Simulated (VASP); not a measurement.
Wanted: the native input for a VASP 6.6.1 run.

```
Task                   : single point
Functional             : LDA
Potentials or basis    : VASP PAW LDA potentials, release 64 (W_sv)
Cutoff                 : 520 eV
k mesh                 : 22 × 22 × 22
Occupations            : gaussian, width 0.15 eV
Spin                   : no spin polarisation
Dipole correction      : no
Further INCAR settings : ALGO = Fast; EDIFF = 1e-07; NBANDS = 13
```

The structure of W lies in POSCAR:

```
W
1.0
    0.0000000000      1.8882067634      2.0930771972
    1.8882067634      0.0000000000      2.0930771972
    1.8882067634      1.8882067634      0.0000000000
W
1
Direct
    0.0000000000      0.0000000000      0.0000000000
```

One way to write it, as run:

INCAR

```
ALGO = Fast
EDIFF = 1E-7
ENCUT = 520
GGA = CA
ISIF = 2
ISMEAR = 0
LASPH = T
LCHARG = T
LELF = T
LREAL = F
LVHAR = T
LWAVE = F
NBANDS = 13
NELM = 80
PREC = Accurate
SIGMA = 0.15
```

KPOINTS

```
k-points
0
Gamma
  22 22 22
```

Potentials or basis: VASP PAW LDA potentials, release 64 (W_sv).

Launch:

```console
$ cat potpaw_LDA.64/W_sv/POTCAR > POTCAR
$ mpirun -np 1 vasp_std > vasp.out
```

It gave:

```json
{"Pressure": "19.7 GPa", "Band gap on the k mesh": "zero (bands 7 and 8 overlap by 4.99 eV)"}
```

Caveat: the cell stands under pressure; spin-orbit coupling is left out, which moves the levels of the heavy elements.

Run time: 110 s on 1 thread of Intel(R) Xeon(R) Platinum 8375C CPU @ 2.90GHz (Ice Lake) (shared host), peak memory 0.25 GiB.
